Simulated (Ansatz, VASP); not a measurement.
Ba2SO in VASP and in Ansatz

```xyz
4
Lattice="4.2930 0.0000 0.0000 0.0000 4.2930 0.0000 0.0000 0.0000 6.0775" Properties=species:S:1:pos:R:3 pbc="T T T"
O     0.0000    0.0000    0.0000
Ba    0.0000    0.0000    3.0388
Ba    2.1465    2.1465    0.0000
S     2.1465    2.1465    3.0388
```

Alike in both runs: task single point; functional PBE-based screened hybrid with a share of 0.2 of exact exchange and HFSCREEN = 0.1; k mesh 4 × 4 × 2; no spin polarisation.

|  | VASP | Ansatz |
| --- | --- | --- |
| version | VASP 6.6.1 | Ansatz 0.2.0 |
| potentials or method | VASP PAW PBE potentials, release 64 (O, Ba_sv, S) | plane waves |
| plane-wave cutoff (eV) | 520 | 420 |
| occupations | gaussian, width 0.01 eV | fixed |
| valence electrons in the cell | 32 | 32 |

|  | VASP | Ansatz | Ansatz less VASP |
| --- | --- | --- | --- |
| gap on the k mesh at the Fermi level (eV) | 2.71 | 2.78 | +0.072 |
| pressure (GPa) | 0.8 | 0.0 | -0.75 |

VASP's potentials were made for PBE, not for PBE-based screened hybrid. Ansatz's warnings: stress exchange threshold loose, stress scf threshold loose.

The k mesh is coarse, so the values compare programs but aren't converged. Spin-orbit coupling is off throughout.
